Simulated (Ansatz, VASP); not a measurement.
AlFe in VASP and in Ansatz

The input INCAR:

```
SYSTEM = AlFe
ALGO = Normal
EDIFF = 1E-6
ENCUT = 520
GGA = PE
ISIF = 2
ISMEAR = -1
ISPIN = 2
LASPH = .True.
LCHARG = .False.
LMAXMIX = 4
LORBIT = 11
LREAL = .False.
LWAVE = .False.
MAGMOM = 0 3
NBANDS = 16
NELM = 150
PREC = Accurate
SIGMA = 0.025
```

File KPOINTS:

```
k-points
0
Gamma
  8 8 8
  0 0 0
```

Contents of POSCAR:

```
AlFe
1.0
    2.9102959362     -0.0292479683     -0.0292479683
   -0.0292479683      2.9102959362     -0.0292479683
   -0.0292479683     -0.0292479683      2.9102959362
Al Fe
1 1
Direct
    0.0000000000      0.0000000000      0.0000000000
    0.5000000000      0.5000000000      0.5000000000
```

Input for Ansatz:

```yaml
crystal:
  lattice:
    - [2.9102959362, -0.0292479683, -0.0292479683]
    - [-0.0292479683, 2.9102959362, -0.0292479683]
    - [-0.0292479683, -0.0292479683, 2.9102959362]
  atoms:
    - { symbol: Al, position: [0.0, 0.0, 0.0] }
    - { symbol: Fe, position: [0.5, 0.5, 0.5], spin: 3.0 }
magnetization:
  spin_polarized: true
kpoints:
  mp_grid: { grid: [8, 8, 8] }
scf:
  occupations: { method: fermi_dirac, width: 0.025 }
  lower_state_search: "off"
hamiltonian:
  xc: pbe
  pseudopotentials: { kind: paw }
output:
  forces: true
  stress: true
  eigenvalues: true
```

Change from the starting cell: stretched by -2 % along [0.577, 0.577, 0.577] at fixed volume; collinear moments without spin-orbit coupling, PAW files.

Alike in both runs: task single point; functional PBE; k mesh 8 × 8 × 8; occupations fermi-dirac, width 0.025 eV; collinear spin.

|  | VASP | Ansatz |
| --- | --- | --- |
| version | VASP 6.6.1 | Ansatz 0.2.0 |
| potentials or method | VASP PAW PBE potentials, release 64 (Al, Fe) | PAW with Ansatz's default frozen-core files, scalar-relativistic |
| plane-wave cutoff (eV) | 520 | 420 |
| valence electrons in the cell | 11 | 19 |

```tsv
	VASP	Ansatz	Ansatz less VASP
pressure (GPa)	-5.7	-5.7	+0.05
traceless stress, the component that is largest in VASP (GPa)	2.69	2.70	+0.018
net moment per atom (μB)	0.38	0.38	-0.001
size of the moment on the site where the two differ most (μB)	0.80	0.79	-0.010
```

Site moments also hang on the region over which each program counts them. VASP's potentials hold 11 valence electrons a cell and Ansatz's 19, so a difference there can come from the potentials and not from the codes.
